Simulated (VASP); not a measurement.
# Al (Im-3m) in VASP: further runs

Al is run at these levels: PBEsol; tasks: single point.

Everything below comes from runs of VASP 6.6.1. Logs are shortened: lines on timing, memory, paths and dates and some standing lists are left out, and cuts for length are marked.

**1. The cell of the first run**

The structure is cubic, space group Im-3m (No. 229). The conventional cell has a = 3.182 Å, b = 3.182 Å, c = 3.182 Å, α = 90.00°, β = 90.00°, γ = 90.00°. Within 3.6 Å of Al (site symmetry m-3m) lie 14 Al at 2.76 to 3.18 Å.

**2. Single point, PBEsol**

The input, INCAR:

```
SYSTEM = Al
ALGO = Normal
EDIFF = 1E-6
ENCUT = 520
GGA = PS
ISIF = 2
ISMEAR = 1
LASPH = .TRUE.
LCHARG = .TRUE.
LELF = .TRUE.
LREAL = .FALSE.
LVHAR = .TRUE.
LWAVE = .FALSE.
NBANDS = 8
NELM = 100
PREC = Accurate
SIGMA = 0.15
```

The input, KPOINTS:

```
k-points
0
G
  3 3 3
  0 0 0
```

The input, POSCAR:

```
Al
1.0
    2.7560720000      0.0000000000      0.0000000000
   -0.9186906379      2.5984496110      0.0000000000
   -0.9186906379     -1.2992247445      2.2503234088
Al
1
Direct
    0.0000000000      0.0000000000      0.0000000000
```

Potentials or basis: VASP PAW PBE potentials, release 64 (Al).

Command:

```bash
$ cat potpaw_PBE.64/Al/POTCAR > POTCAR
$ mpirun -np 1 vasp_std > vasp.out
```

OUTCAR:

```text
SYSTEM = Al
   EDIFF = 1E-6
   ENCUT = 520
   GGA = PS
   ISIF = 2
   ISMEAR = 1
   LASPH = .TRUE.
   LREAL = .FALSE.
   NELM = 100
   PREC = Accurate

 ion  position               nearest neighbor table
   1  0.000  0.000  0.000-

  LATTYP: Found a body centered cubic cell.
 ALAT       =     3.1824378222

  Lattice vectors:

 A1 = (   2.7560720000,   0.0000000000,   0.0000000000)
 A2 = (  -0.9186906379,   2.5984496110,   0.0000000000)
 A3 = (  -0.9186906379,  -1.2992247445,   2.2503234088)

Analysis of symmetry for initial positions (statically):
=====================================================================
 Subroutine PRICEL returns:
 Original cell was already a primitive cell.

 Routine SETGRP: Setting up the symmetry group for a
 body centered cubic supercell.

 Subroutine GETGRP returns: Found 48 space group operations
 (whereof 48 operations were pure point group operations)
 out of a pool of 48 trial point group operations.

The static configuration has the point symmetry O_h .

Analysis of symmetry for dynamics (positions and initial velocities):
=====================================================================
 Subroutine PRICEL returns:
 Original cell was already a primitive cell.

 Routine SETGRP: Setting up the symmetry group for a
 body centered cubic supercell.

 Subroutine GETGRP returns: Found 48 space group operations
 (whereof 48 operations were pure point group operations)
 out of a pool of 48 trial point group operations.

The dynamic configuration has the point symmetry O_h .

 Subroutine INISYM returns: Found 48 space group operations
 (whereof 48 operations are pure point group operations),
 and found     1 'primitive' translations

----------------------------------------------------------------------------------------

                                     Primitive cell

  volume of cell :      16.1157

  direct lattice vectors                    reciprocal lattice vectors
     2.756072000  0.000000000  0.000000000     0.362835223  0.128281619  0.222190275
    -0.918690638  2.598449611  0.000000000     0.000000000  0.384844869  0.222190275
    -0.918690638 -1.299224745  2.250323409     0.000000000  0.000000000  0.444380570

  length of vectors
     2.756072000  2.756072000  2.756072000     0.444380570  0.444380570  0.444380570

  position of ions in fractional coordinates (direct lattice)
     0.000000000  0.000000000  0.000000000

  ion indices of the primitive-cell ions
   primitive index   ion index
                 1           1

----------------------------------------------------------------------------------------

 KPOINTS: k-points

Automatic generation of k-mesh.
 Grid dimensions read from file:
 generate k-points for:    3    3    3

 Generating k-lattice:

  Cartesian coordinates                     Fractional coordinates (reciprocal lattice)
     0.120945074  0.042760540  0.074063425     0.333333333 -0.000000000  0.000000000
     0.000000000  0.128281623  0.074063425     0.000000000  0.333333333  0.000000000
     0.000000000  0.000000000  0.148126857     0.000000000  0.000000000  0.333333333

  Length of vectors
     0.148126857  0.148126857  0.148126857

  Shift w.r.t. Gamma in fractional coordinates (k-lattice)
     0.000000000  0.000000000  0.000000000

 Subroutine IBZKPT returns following result:
 ===========================================

 Found      4 irreducible k-points:

 Following reciprocal coordinates:
            Coordinates               Weight
  0.000000  0.000000  0.000000      1.000000
  0.333333  0.000000  0.000000     12.000000
  0.333333  0.333333  0.000000      8.000000
 -0.333333  0.333333  0.333333      6.000000
   k-points           NKPTS =      4   k-points in BZ     NKDIM =      4   number of bands    NBANDS=      8
   number of dos      NEDOS =    301   number of ions     NIONS =      1
   total plane-waves  NPLWV =   8000
   dimension x,y,z NGX =    20 NGY =   20 NGZ =   20
   dimension x,y,z NGXF=    40 NGYF=   40 NGZF=   40
   ions per type =               1
   NGX,Y,Z   is equivalent  to a cutoff of  12.06, 12.06, 12.06 a.u.
   NGXF,Y,Z  is equivalent  to a cutoff of  24.13, 24.13, 24.13 a.u.
 SYSTEM =  Al
   PREC   = accura    normal or accurate (medium, high low for compatibility)
   ISTART =      0    job   : 0-new  1-cont  2-samecut
   ICHARG =      2    charge: 1-file 2-atom 10-const
   ISPIN  =      1    spin polarized calculation?
   LNONCOLLINEAR =      F non collinear calculations
   LSORBIT =      F    spin-orbit coupling
   LASPH  =      T    aspherical Exc in radial PAW
   ENCUT  =  520.0 eV  38.22 Ry    6.18 a.u.   5.12  5.12  5.12*2*pi/ulx,y,z
   NELM   =    100;   NELMIN=  2; NELMDL= -5     # of ELM steps
   EDIFF  = 0.1E-05   stopping-criterion for ELM
   LREAL  =      F    real-space projection
   EDIFFG = 0.1E-04   stopping-criterion for IOM
   NSW    =      0    number of steps for IOM
   IBRION =     -1    ionic relax: 0-MD 1-quasi-New 2-CG
   NFREE  =      0    steps in history (QN), initial steepest desc. (CG)
   ISIF   =      2    stress and relaxation
   ISYM   =      2    0-nonsym 1-usesym 2-fastsym
   POTIM  = 0.5000    time-step for ionic-motion
   TEBEG  =    0.0;   TEEND  =   0.0 temperature during run
   PSTRESS=    0.0 pullay stress
   NELECT =       3.0000    total number of electrons
   NUPDOWN=      -1.0000    fix difference up-down
   EMIN   =  10.00;   EMAX   =-10.00  energy-range for DOS
   EFERMI =   0.00;   METHOD = LEGACY
   ISMEAR =     1;   SIGMA  =   0.15  broadening in eV -4-tet -1-fermi 0-gaus
   EFERMI_NEDOS =   21; number of points for ismear=-14 and -15
   IALGO  =     38    algorithm
   IMIX   =      4    mixing-type and parameters
     AMIX     =   0.40;   BMIX     =  1.00
     AMIX_MAG =   1.60;   BMIX_MAG =  1.00
  volume/ion in A,a.u.               =      16.12       108.75
  Fermi-wavevector in a.u.,A,eV,Ry     =   0.934757  1.766434 11.888367  0.873770
  Thomas-Fermi vector in A             =   2.061594
   LORBIT       =      0    0 simple, 1 ext, 2 COOP (PROOUT), +10 PAW based schemes
   GGA     = PS    functional components
   LHFCALC =     F    Hartree Fock is set to
   AEXX    =    0.0000 exact exchange contribution
   IVDW    =     0    specifies the selected vdW correction
   LEPSILON=     F    determine dielectric tensor
   LRPA    =     F    only Hartree local field effects (RPA)
 non-spin polarized calculation
 Methfessel and Paxton  Order N= 1 SIGMA  =   0.15
  energy-cutoff  :      520.00
  volume of cell :       16.12
 maximum number of plane-waves:       444
   NGX = 11   NGY = 11   NGZ = 11

 number of electron       3.0000000 magnetization

 Free energy of the ion-electron system (eV)
  ---------------------------------------------------
  ext. energy  EPLUGINS =         0.00000000
  ---------------------------------------------------
  free energy    TOTEN  =        -3.84322619 eV

  energy without entropy =       -3.83256121  energy(sigma->0) =       -3.83967120

 E-fermi :   7.0869     XC(G=0): -10.3479

 val. band max:        7.0527121513   @ k =   0.3333   0.3333   0.0000
 cond. band min:       9.4034043797   @ k =   0.3333   0.0000   0.0000
 fundamental gap:      2.3506922284
 Fermi energy:         7.0869121295

 k-point     1 :       0.0000    0.0000    0.0000
  band No.  band energies     occupation
      1      -3.0915      2.00000
      2      21.5828      0.00000
      3      21.5828      0.00000
      4      21.5828      0.00000
      5      23.2236      0.00000
      6      23.2236      0.00000
      7      23.2236      0.00000
      8      24.6691      0.00000

 k-point     2 :       0.3333    0.0000    0.0000
  band No.  band energies     occupation
      1       0.1197      2.00000
      2       9.4034     -0.00000
      3      17.1631      0.00000
      4      17.2746      0.00000
      5      19.0252      0.00000
      6      20.4787      0.00000
      7      27.0872      0.00000
      8      27.6191      0.00000

 k-point     3 :       0.3333    0.3333    0.0000
  band No.  band energies     occupation
      1       6.0467      2.00000
      2       6.0467      2.00000
      3       7.0527      1.37500
      4      15.4433      0.00000
      5      24.1485      0.00000
      6      24.1485      0.00000
      7      24.6772      0.00000
      8      32.0862      0.00000

 k-point     4 :      -0.3333    0.3333    0.3333
  band No.  band energies     occupation
      1       3.2572      2.00000
      2      11.5206      0.00000
      3      11.5206      0.00000
      4      12.7653      0.00000
      5      14.5914      0.00000
      6      21.4484      0.00000
      7      27.8505      0.00000
      8      29.6048      0.00000

------------------------ aborting loop because EDIFF is reached ----------------------------------------

  FORCE on cell =-STRESS in cart. coord.  units (eV):
  Direction    XX          YY          ZZ          XY          YZ          ZX
  --------------------------------------------------------------------------------------
  -------------------------------------------------------------------------------------
  Total        0.2388825      0.2388825      0.2388825      0.0000000      0.0000000      0.0000000
  in kB       23.7489920     23.7489922     23.7489929      0.0000003      0.0000006      0.0000005
  external PRESSURE =      23.7489923 kB  Pullay stress =       0.0000000 kB

 VOLUME and BASIS-vectors are now :
 -----------------------------------------------------------------------------
  energy-cutoff  :      520.00
  volume of cell :       16.12
      direct lattice vectors                 reciprocal lattice vectors
     2.756072000  0.000000000  0.000000000     0.362835223  0.128281619  0.222190275
    -0.918690638  2.598449611  0.000000000     0.000000000  0.384844869  0.222190275
    -0.918690638 -1.299224745  2.250323409     0.000000000  0.000000000  0.444380570

 POSITION                                       TOTAL-FORCE (eV/Angst)
 -----------------------------------------------------------------------------------
      0.00000      0.00000      0.00000        -0.000000      0.000000      0.000000
 -----------------------------------------------------------------------------------
    total drift:                               -0.000000      0.000000     -0.000000

  FREE ENERGIE OF THE ION-ELECTRON SYSTEM (eV)
  ---------------------------------------------------
  free  energy   TOTEN  =        -3.8432261877 eV

  energy  without entropy=       -3.8325612137  energy(sigma->0) =       -3.83967120
```

Wall time 1.7 s (1 thread of AMD EPYC 7R13, shared host); peak memory 0.08 GiB.

What came out:

```
Free energy : -3.8432 eV
Pressure    : 2.4 GPa
```

Caveat: the k points lie up to 0.93 Å⁻¹ apart; the PAW data sets were made with another functional, which shifts forces and pressure a little.

**3. Single point, PBEsol**

The input, INCAR:

```
SYSTEM = Al
PREC = Accurate
ENCUT = 520
EDIFF = 1E-6
ISMEAR = 1
SIGMA = 0.15
LREAL = .FALSE.
LASPH = .TRUE.
NELM = 80
ALGO = Normal
ISIF = 2
LWAVE = .FALSE.
LCHARG = .FALSE.
GGA = PS
NBANDS = 8
```

The input, KPOINTS:

```
Automatic mesh
0
G
  4 4 4
  0 0 0
```

POSCAR is that of step 2.

Potentials or basis: VASP PAW PBE potentials, release 64 (Al).

Command:

```bash
$ cat potpaw_PBE.64/Al/POTCAR > POTCAR
$ mpirun -np 1 vasp_std > vasp.out
```

Run time: 1.8 s. Hardware: 1 thread of AMD EPYC 7R13, shared host; peak memory 0.08 GiB.

It converged, with:

```yaml
Free_energy: -3.7427 eV
Pressure: 2.8 GPa
```

Levels at points of the mesh, in eV from the Fermi level:
```csv
k point,band 1,band 2,band 3,band 4,band 5
"(0.00, 0.00, 0.00)",-11.94,12.74,12.74,12.74,14.38
"(0.50, 0.00, 0.00)",-5.05,-4.53,7.67,7.69,9.49
"(0.50, 0.50, 0.50)",1.26,1.26,1.26,2.29,2.29
```

Caveat: the k points lie up to 0.70 Å⁻¹ apart; the PAW data sets were made with another functional, which shifts forces and pressure a little.

**4. Single point, PBEsol**

The input, INCAR:

```
SYSTEM = Al
  PREC = Accurate
  ENCUT = 520
  EDIFF = 1E-6
  ISMEAR = 1
  SIGMA = 0.15
  LREAL = .False.
  LASPH = .True.
  NELM = 100
  ALGO = Normal
  ISIF = 2
  LWAVE = .False.
  LCHARG = .False.
  GGA = PS
  NBANDS = 8
```

The input, KPOINTS:

```
regular mesh
0
Gamma
  6 6 6
  0 0 0
```

POSCAR is that of step 3.

Command:

```bash
$ cat potpaw_PBE.64/Al/POTCAR > POTCAR
$ mpirun -np 1 vasp_std > vasp.out
```

Run time: 2.7 s. Hardware: 1 thread of AMD EPYC 7R13, shared host; peak memory 0.08 GiB.

The run converged. Its results:

- Free energy: -4.0436 eV
- Pressure: 2.8 GPa

Levels at points of the mesh, in eV from the Fermi level:
```tsv
k point	band 1	band 2	band 3	band 4
(0.00, 0.00, 0.00)	-11.32	13.36	13.36	13.36
(0.50, 0.00, 0.00)	-4.43	-3.91	8.29	8.31
(0.50, 0.50, 0.50)	1.88	1.88	1.88	2.91
```

Caveat: the k points lie up to 0.47 Å⁻¹ apart; the PAW data sets were made with another functional, which shifts forces and pressure a little.

**5. Single point, PBEsol**

The input, INCAR:

```
SYSTEM = Al
  ALGO = Normal
  EDIFF = 1E-6
  ENCUT = 520
  GGA = PS
  ISIF = 2
  ISMEAR = 1
  LASPH = .True.
  LCHARG = .False.
  LREAL = .False.
  LWAVE = .False.
  NBANDS = 8
  NELM = 80
  PREC = Accurate
  SIGMA = 0.15
```

The input, KPOINTS:

```
k-points
0
Gamma
  8 8 8
  0 0 0
```

POSCAR is that of step 4.

Potentials or basis: VASP PAW PBE potentials, release 64 (Al).

Command:

```bash
$ cat potpaw_PBE.64/Al/POTCAR > POTCAR
$ mpirun -np 1 vasp_std > vasp.out
```

OUTCAR:

```text
SYSTEM = Al
   EDIFF = 1E-6
   ENCUT = 520
   GGA = PS
   ISIF = 2
   ISMEAR = 1
   LASPH = .True.
   LREAL = .False.
   NELM = 80
   PREC = Accurate

 ion  position               nearest neighbor table
   1  0.000  0.000  0.000-

  LATTYP: Found a body centered cubic cell.
 ALAT       =     3.1824378222

  Lattice vectors:

 A1 = (   2.7560720000,   0.0000000000,   0.0000000000)
 A2 = (  -0.9186906379,   2.5984496110,   0.0000000000)
 A3 = (  -0.9186906379,  -1.2992247445,   2.2503234088)

Analysis of symmetry for initial positions (statically):
=====================================================================
 Subroutine PRICEL returns:
 Original cell was already a primitive cell.

 Routine SETGRP: Setting up the symmetry group for a
 body centered cubic supercell.

 Subroutine GETGRP returns: Found 48 space group operations
 (whereof 48 operations were pure point group operations)
 out of a pool of 48 trial point group operations.

The static configuration has the point symmetry O_h .

Analysis of symmetry for dynamics (positions and initial velocities):
=====================================================================
 Subroutine PRICEL returns:
 Original cell was already a primitive cell.

 Routine SETGRP: Setting up the symmetry group for a
 body centered cubic supercell.

 Subroutine GETGRP returns: Found 48 space group operations
 (whereof 48 operations were pure point group operations)
 out of a pool of 48 trial point group operations.

The dynamic configuration has the point symmetry O_h .

 Subroutine INISYM returns: Found 48 space group operations
 (whereof 48 operations are pure point group operations),
 and found     1 'primitive' translations

----------------------------------------------------------------------------------------

                                     Primitive cell

  volume of cell :      16.1157
[... 102 lines left out ...]
   ISMEAR =     1;   SIGMA  =   0.15  broadening in eV -4-tet -1-fermi 0-gaus
   EFERMI_NEDOS =   21; number of points for ismear=-14 and -15
   IALGO  =     38    algorithm
   IMIX   =      4    mixing-type and parameters
     AMIX     =   0.40;   BMIX     =  1.00
     AMIX_MAG =   1.60;   BMIX_MAG =  1.00
  volume/ion in A,a.u.               =      16.12       108.75
  Fermi-wavevector in a.u.,A,eV,Ry     =   0.934757  1.766434 11.888367  0.873770
  Thomas-Fermi vector in A             =   2.061594
   LORBIT       =      0    0 simple, 1 ext, 2 COOP (PROOUT), +10 PAW based schemes
   GGA     = PS    functional components
   LHFCALC =     F    Hartree Fock is set to
   AEXX    =    0.0000 exact exchange contribution
   IVDW    =     0    specifies the selected vdW correction
   LEPSILON=     F    determine dielectric tensor
   LRPA    =     F    only Hartree local field effects (RPA)
 non-spin polarized calculation
 Methfessel and Paxton  Order N= 1 SIGMA  =   0.15
  energy-cutoff  :      520.00
  volume of cell :       16.12
 maximum number of plane-waves:       466
   NGX = 11   NGY = 11   NGZ = 11

 number of electron       3.0000000 magnetization

 Free energy of the ion-electron system (eV)
  ---------------------------------------------------
  ext. energy  EPLUGINS =         0.00000000
  ---------------------------------------------------
  free energy    TOTEN  =        -3.95052037 eV

  energy without entropy =       -3.94689923  energy(sigma->0) =       -3.94931332

 E-fermi :   8.3436     XC(G=0): -10.3467

 val. band max:        8.3184143586   @ k =   0.2500   0.2500   0.1250
 cond. band min:       8.3607720813   @ k =  -0.3750   0.3750   0.1250
 fundamental gap:      0.0423577226
 Fermi energy:         8.3436123060

 k-point     1 :       0.0000    0.0000    0.0000
  band No.  band energies     occupation
      1      -3.0913      2.00000
      2      21.5848      0.00000
      3      21.5848      0.00000
      4      21.5848      0.00000
      5      23.2278      0.00000
      6      23.2278      0.00000
      7      23.2278      0.00000
      8      24.6687      0.00000
[... 243 lines left out ...]
 k-point    24 :      -0.3750    0.3750    0.2500
  band No.  band energies     occupation
      1       2.7231      2.00000
      2       9.5688     -0.00000
      3      12.0986      0.00000
      4      14.2014      0.00000
      5      16.8993      0.00000
      6      22.8921      0.00000
      7      24.9398      0.00000
      8      28.0287      0.00000

 [... further k-points ...]
[... 5 lines left out ...]
  --------------------------------------------------------------------------------------
  -------------------------------------------------------------------------------------
  Total        0.2704448      0.2704448      0.2704448      0.0000000      0.0000000      0.0000000
  in kB       26.8868215     26.8868217     26.8868225      0.0000003      0.0000007      0.0000005
  external PRESSURE =      26.8868219 kB  Pullay stress =       0.0000000 kB

 VOLUME and BASIS-vectors are now :
 -----------------------------------------------------------------------------
  energy-cutoff  :      520.00
  volume of cell :       16.12
      direct lattice vectors                 reciprocal lattice vectors
     2.756072000  0.000000000  0.000000000     0.362835223  0.128281619  0.222190275
    -0.918690638  2.598449611  0.000000000     0.000000000  0.384844869  0.222190275
    -0.918690638 -1.299224745  2.250323409     0.000000000  0.000000000  0.444380570

 POSITION                                       TOTAL-FORCE (eV/Angst)
 -----------------------------------------------------------------------------------
      0.00000      0.00000      0.00000         0.000000     -0.000000      0.000000
 -----------------------------------------------------------------------------------
    total drift:                               -0.000000     -0.000000     -0.000000

  FREE ENERGIE OF THE ION-ELECTRON SYSTEM (eV)
  ---------------------------------------------------
  free  energy   TOTEN  =        -3.9505203707 eV

  energy  without entropy=       -3.9468992331  energy(sigma->0) =       -3.94931332
```

Wall time 3.4 s (1 thread of AMD EPYC 7R13, shared host); peak memory 0.09 GiB.

Results:

- Free energy: -3.9505 eV
- Pressure: 2.7 GPa

Levels at points of the mesh, in eV from the Fermi level:
```csv
k point,band 1,band 2,band 3,band 4
"(0.00, 0.00, 0.00)",-11.43,13.24,13.24,13.24
"(0.50, 0.00, 0.00)",-4.55,-4.03,8.17,8.19
"(0.50, 0.50, 0.50)",1.76,1.76,1.76,2.79
```

Caveat: the PAW data sets were made with another functional, which shifts forces and pressure a little.

**6. Overview**

| k mesh | gap on the mesh (eV) | pressure (GPa) |
| --- | --- | --- |
| 3 × 3 × 3 | none | 2.4 |
| 4 × 4 × 4 | none | 2.8 |
| 6 × 6 × 6 | none | 2.8 |
| 8 × 8 × 8 | none | 2.7 |

Alike in all rows: task single point; level PBEsol; potentials or basis VASP PAW PBE potentials, release 64 (Al); no spin polarisation; cell as given; cutoff (eV) 520; smearing methfessel-paxton 0.15 eV.

Caveats: some runs use coarse meshes; the PAW data sets were made with another functional, which shifts forces and pressure a little.

Absolute energies hang on the potentials; compare differences alone.
